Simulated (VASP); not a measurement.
# NaI (I4/mmm) in VASP: further runs, part 2 of 2

VASP 6.6.1. The steps go on from the part before.

## 6. Single point, PBE (strain +0.030 along x and y, +0.015 along z)

INCAR reads:

```
PREC = Accurate
ENCUT = 520
EDIFF = 1E-7
ISMEAR = 0
SIGMA = 0.05
LREAL = F
LASPH = T
NELM = 100
ALGO = Normal
ISIF = 2
LWAVE = F
LCHARG = F
GGA = PE
NBANDS = 14
```

KPOINTS reads:

```
regular mesh
0
Gamma
  6 6 6
```

POSCAR reads:

```
NaI
1.0
    0.0000000000      3.3334920000      3.2849460000
    3.3334920000      0.0000000000      3.2849460000
    3.3334920000      3.3334920000      0.0000000000
Na I
1 1
Direct
    0.0000000000      0.0000000000      0.0000000000
    0.5000000000      0.5000000000      0.5000000000
```

Potentials or basis: VASP PAW PBE potentials, release 64 (Na_pv, I).

The run is started by

```sh
> cat potpaw_PBE.64/Na_pv/POTCAR potpaw_PBE.64/I/POTCAR > POTCAR
> mpirun -np 1 vasp_std > vasp.out
```

OUTCAR:

```text
PREC = Accurate
   ENCUT = 520
   EDIFF = 1E-7
   ISMEAR = 0
   LREAL = F
   LASPH = T
   NELM = 100
   ISIF = 2
   GGA = PE

 ion  position               nearest neighbor table
   1  0.000  0.000  0.000-
   2  0.500  0.500  0.500-

  LATTYP: Found a body centered tetragonal cell.
 ALAT       =     4.7142695965
 C/A-ratio  =     1.3936182192

  Lattice vectors:

 A1 = (   0.0000000000,  -3.3334920000,  -3.2849460000)
 A2 = (   0.0000000000,   3.3334920000,  -3.2849460000)
 A3 = (   3.3334920000,   0.0000000000,   3.2849460000)

Analysis of symmetry for initial positions (statically):
=====================================================================
 Subroutine PRICEL returns:
 Original cell was already a primitive cell.

 Routine SETGRP: Setting up the symmetry group for a
 body centered tetragonal supercell.

 Subroutine GETGRP returns: Found 16 space group operations
 (whereof 16 operations were pure point group operations)
 out of a pool of 16 trial point group operations.

The static configuration has the point symmetry D_4h.

Analysis of symmetry for dynamics (positions and initial velocities):
=====================================================================
 Subroutine PRICEL returns:
 Original cell was already a primitive cell.

 Routine SETGRP: Setting up the symmetry group for a
 body centered tetragonal supercell.

 Subroutine GETGRP returns: Found 16 space group operations
 (whereof 16 operations were pure point group operations)
 out of a pool of 16 trial point group operations.

The dynamic configuration has the point symmetry D_4h.

 Subroutine INISYM returns: Found 16 space group operations
 (whereof 16 operations are pure point group operations),
 and found     1 'primitive' translations

----------------------------------------------------------------------------------------

                                     Primitive cell

  volume of cell :      73.0057

  direct lattice vectors                    reciprocal lattice vectors
     0.000000000  3.333492000  3.284946000    -0.149992860  0.149992860  0.152209504
     3.333492000  0.000000000  3.284946000     0.149992860 -0.149992860  0.152209504
     3.333492000  3.333492000  0.000000000     0.149992860  0.149992860 -0.152209504

  length of vectors
     4.680068283  4.680068283  4.714269596     0.261081308  0.261081308  0.261081308

  position of ions in fractional coordinates (direct lattice)
     0.000000000  0.000000000  0.000000000
     0.500000000  0.500000000  0.500000000

  ion indices of the primitive-cell ions
   primitive index   ion index
                 1           1
                 2           2

----------------------------------------------------------------------------------------

 KPOINTS: regular mesh

Automatic generation of k-mesh.
 Grid dimensions read from file:
 generate k-points for:    6    6    6

 Generating k-lattice:

  Cartesian coordinates                     Fractional coordinates (reciprocal lattice)
    -0.024998810  0.024998810  0.025368251     0.166666667  0.000000000  0.000000000
     0.024998810 -0.024998810  0.025368251     0.000000000  0.166666667  0.000000000
     0.024998810  0.024998810 -0.025368251     0.000000000  0.000000000  0.166666667

  Length of vectors
     0.043513551  0.043513551  0.043513551

  Shift w.r.t. Gamma in fractional coordinates (k-lattice)
     0.000000000  0.000000000  0.000000000

 Subroutine IBZKPT returns following result:
 ===========================================

 Found     30 irreducible k-points:

 Following reciprocal coordinates:
            Coordinates               Weight
  0.000000  0.000000  0.000000      1.000000
  0.166667  0.000000  0.000000      8.000000
  0.333333 -0.000000  0.000000      8.000000
  0.500000  0.000000  0.000000      4.000000
  0.166667  0.166667  0.000000      2.000000
  0.333333  0.166667  0.000000      8.000000
[... 16 lines left out ...]
  0.333333  0.000000  0.333333      4.000000
  0.500000 -0.000000  0.333333     16.000000
 [... further k-points ...]
   k-points           NKPTS =     30   k-points in BZ     NKDIM =     30   number of bands    NBANDS=     14
   number of dos      NEDOS =    301   number of ions     NIONS =      2
   total plane-waves  NPLWV =  46656
   dimension x,y,z NGX =    36 NGY =   36 NGZ =   36
   dimension x,y,z NGXF=    72 NGYF=   72 NGZF=   72
   ions per type =               1   1
   NGX,Y,Z   is equivalent  to a cutoff of  12.79, 12.79, 12.70 a.u.
   NGXF,Y,Z  is equivalent  to a cutoff of  25.58, 25.58, 25.39 a.u.
 SYSTEM =  unknown system
   PREC   = accura    normal or accurate (medium, high low for compatibility)
   ISTART =      0    job   : 0-new  1-cont  2-samecut
   ICHARG =      2    charge: 1-file 2-atom 10-const
   ISPIN  =      1    spin polarized calculation?
   LNONCOLLINEAR =      F non collinear calculations
   LSORBIT =      F    spin-orbit coupling
   LASPH  =      T    aspherical Exc in radial PAW
   ENCUT  =  520.0 eV  38.22 Ry    6.18 a.u.   8.70  8.70  8.77*2*pi/ulx,y,z
   NELM   =    100;   NELMIN=  2; NELMDL= -5     # of ELM steps
   EDIFF  = 0.1E-06   stopping-criterion for ELM
   LREAL  =      F    real-space projection
   EDIFFG = 0.1E-05   stopping-criterion for IOM
   NSW    =      0    number of steps for IOM
   IBRION =     -1    ionic relax: 0-MD 1-quasi-New 2-CG
   NFREE  =      0    steps in history (QN), initial steepest desc. (CG)
   ISIF   =      2    stress and relaxation
   ISYM   =      2    0-nonsym 1-usesym 2-fastsym
   POTIM  = 0.5000    time-step for ionic-motion
   TEBEG  =    0.0;   TEEND  =   0.0 temperature during run
   PSTRESS=    0.0 pullay stress
   NELECT =      14.0000    total number of electrons
   NUPDOWN=      -1.0000    fix difference up-down
   EMIN   =  10.00;   EMAX   =-10.00  energy-range for DOS
   EFERMI =   0.00;   METHOD = LEGACY
   ISMEAR =     0;   SIGMA  =   0.05  broadening in eV -4-tet -1-fermi 0-gaus
   EFERMI_NEDOS =   21; number of points for ismear=-14 and -15
   IALGO  =     38    algorithm
   IMIX   =      4    mixing-type and parameters
     AMIX     =   0.40;   BMIX     =  1.00
     AMIX_MAG =   1.60;   BMIX_MAG =  1.00
  volume/ion in A,a.u.               =      36.50       246.33
  Fermi-wavevector in a.u.,A,eV,Ry     =   0.944058  1.784010 12.126121  0.891245
  Thomas-Fermi vector in A             =   2.071825
   LORBIT       =      0    0 simple, 1 ext, 2 COOP (PROOUT), +10 PAW based schemes
   GGA     = PE    functional components
   LHFCALC =     F    Hartree Fock is set to
   AEXX    =    0.0000 exact exchange contribution
   IVDW    =     0    specifies the selected vdW correction
   LEPSILON=     F    determine dielectric tensor
   LRPA    =     F    only Hartree local field effects (RPA)
 non-spin polarized calculation
 Gauss-broadening in eV      SIGMA  =   0.05
  energy-cutoff  :      520.00
  volume of cell :       73.01
 maximum number of plane-waves:      1996
   NGX = 17   NGY = 17   NGZ = 17

 number of electron      14.0000006 magnetization

 Free energy of the ion-electron system (eV)
  ---------------------------------------------------
  ext. energy  EPLUGINS =         0.00000000
  ---------------------------------------------------
  free energy    TOTEN  =        -5.38004559 eV

  energy without entropy =       -5.38004559  energy(sigma->0) =       -5.38004559

 E-fermi :   0.6501     XC(G=0):  -7.4102

 val. band max:        0.3238437939   @ k =   0.0000   0.0000   0.0000
 cond. band min:       3.7740975554   @ k =   0.0000   0.0000   0.0000
 fundamental gap:      3.4502537614
 Fermi energy:         0.6500915284

 k-point     1 :       0.0000    0.0000    0.0000
  band No.  band energies     occupation
      1     -22.2226      2.00000
      2     -22.2226      2.00000
      3     -22.2208      2.00000
      4     -10.5244      2.00000
      5       0.3044      2.00000
      6       0.3238      2.00000
      7       0.3238      2.00000
      8       3.7741      0.00000
      9       8.2083      0.00000
     10       8.2083      0.00000
     11       8.2997      0.00000
     12       9.8634      0.00000
     13      10.0124      0.00000
     14      10.6905      0.00000
[... 375 lines left out ...]
 k-point    24 :       0.5000   -0.0000    0.3333
  band No.  band energies     occupation
      1     -22.2250      2.00000
      2     -22.2237      2.00000
      3     -22.2220      2.00000
      4     -10.2313      2.00000
      5      -1.2386      2.00000
      6      -0.5228      2.00000
      7      -0.2281      2.00000
      8       5.2722      0.00000
      9       6.5348      0.00000
     10       8.5702      0.00000
     11       9.6406      0.00000
     12      10.6951      0.00000
     13      12.5329      0.00000
     14      13.1163      0.00000

 [... further k-points ...]
[... 5 lines left out ...]
  --------------------------------------------------------------------------------------
  -------------------------------------------------------------------------------------
  Total       -0.3259749     -0.3259749     -0.2169602      0.0000000      0.0000000     -0.0000000
  in kB       -7.1538146     -7.1538146     -4.7613879      0.0000000      0.0000000     -0.0000000
  external PRESSURE =      -6.3563390 kB  Pullay stress =       0.0000000 kB

 VOLUME and BASIS-vectors are now :
 -----------------------------------------------------------------------------
  energy-cutoff  :      520.00
  volume of cell :       73.01
      direct lattice vectors                 reciprocal lattice vectors
     0.000000000  3.333492000  3.284946000    -0.149992860  0.149992860  0.152209504
     3.333492000  0.000000000  3.284946000     0.149992860 -0.149992860  0.152209504
     3.333492000  3.333492000  0.000000000     0.149992860  0.149992860 -0.152209504

 POSITION                                       TOTAL-FORCE (eV/Angst)
 -----------------------------------------------------------------------------------
      0.00000      0.00000      0.00000         0.000000      0.000000      0.000000
      3.33349      3.33349      3.28495        -0.000000     -0.000000      0.000000
 -----------------------------------------------------------------------------------
    total drift:                                0.000000      0.000000      0.000000

  FREE ENERGIE OF THE ION-ELECTRON SYSTEM (eV)
  ---------------------------------------------------
  free  energy   TOTEN  =        -5.3800455865 eV

  energy  without entropy=       -5.3800455865  energy(sigma->0) =       -5.38004559
```

OSZICAR:

```text
N       E                     dE             d eps       ncg     rms          rms(c)
DAV:   1     0.814046444947E+02    0.81405E+02   -0.64962E+03   840   0.890E+02
DAV:   2     0.128601371673E+01   -0.80119E+02   -0.74176E+02   902   0.210E+02
DAV:   3    -0.529215150549E+01   -0.65782E+01   -0.65307E+01  1086   0.595E+01
DAV:   4    -0.545546212104E+01   -0.16331E+00   -0.16326E+00  1034   0.983E+00
DAV:   5    -0.545997750072E+01   -0.45154E-02   -0.45153E-02  1114   0.164E+00    0.157E+00
DAV:   6    -0.538813893096E+01    0.71839E-01   -0.84724E-02  1062   0.163E+00    0.106E+00
DAV:   7    -0.537761402141E+01    0.10525E-01   -0.73505E-02  1050   0.135E+00    0.619E-01
DAV:   8    -0.538007630882E+01   -0.24623E-02   -0.63266E-03   954   0.607E-01    0.179E-01
DAV:   9    -0.538002834927E+01    0.47960E-04   -0.20630E-04  1044   0.121E-01    0.513E-02
DAV:  10    -0.538004407706E+01   -0.15728E-04   -0.44994E-05   996   0.628E-02    0.105E-02
DAV:  11    -0.538004511271E+01   -0.10357E-05   -0.42218E-06  1050   0.188E-02    0.220E-03
DAV:  12    -0.538004553784E+01   -0.42513E-06   -0.57531E-07  1032   0.554E-03    0.122E-03
DAV:  13    -0.538004558653E+01   -0.48684E-07   -0.10561E-08   794   0.826E-04
   1 F= -.53800456E+01 E0= -.53800456E+01  d E =-.847263E-22
```

stdout:

```text
POSCAR found type information on POSCAR NaI
 POSCAR found :  2 types and       2 ions
 scaLAPACK will be used
 LDA part: xc-table for (Slater+PW92), standard interpolation
 POSCAR, INCAR and KPOINTS ok, starting setup
 FFT: planning ... GRIDC
 FFT: planning ... GRID_SOFT
 FFT: planning ... GRID
 WAVECAR not read
 entering main loop
```

Run time: 30 s. Hardware: 1 thread of Intel Xeon 8259CL, shared host; peak memory 0.21 GiB.

What came out:

```
Free energy            : -5.3800 eV
Pressure               : -0.6 GPa
Band gap on the k mesh : 3.45 eV
```

Caveat: the cell differs from its parent crystal (strain +0.030 along x and y, +0.015 along z); spin-orbit coupling is left out, which moves the levels of the heavy elements.

## 7. Summary

```csv
cell,gap on the mesh (eV),pressure (GPa)
"a = 4.474, b = 4.474, c = 4.508 Å, angles 59.7, 59.7, 60.5°, 2 atoms",3.81,1.6
"a = 4.543, b = 4.543, c = 4.508 Å, angles 60.3, 60.3, 59.5°, 2 atoms",3.71,1.0
"a = 4.543, b = 4.543, c = 4.577 Å, angles 59.8, 59.8, 60.5°, 2 atoms",3.68,0.7
"a = 4.611, b = 4.611, c = 4.646 Å, angles 59.8, 59.8, 60.5°, 2 atoms",3.56,0.0
"a = 4.680, b = 4.680, c = 4.714 Å, angles 59.8, 59.8, 60.5°, 2 atoms",3.45,-0.6
```

Alike in all rows: task single point; level PBE; potentials or basis VASP PAW PBE potentials, release 64 (Na_pv, I); no spin polarisation; k mesh 6 × 6 × 6; cutoff (eV) 520; smearing gaussian 0.05 eV.

Caveats: spin-orbit coupling is left out, which moves the levels of the heavy elements.

Total energies depend on the potentials used, so only differences within one code and one set of settings carry meaning.
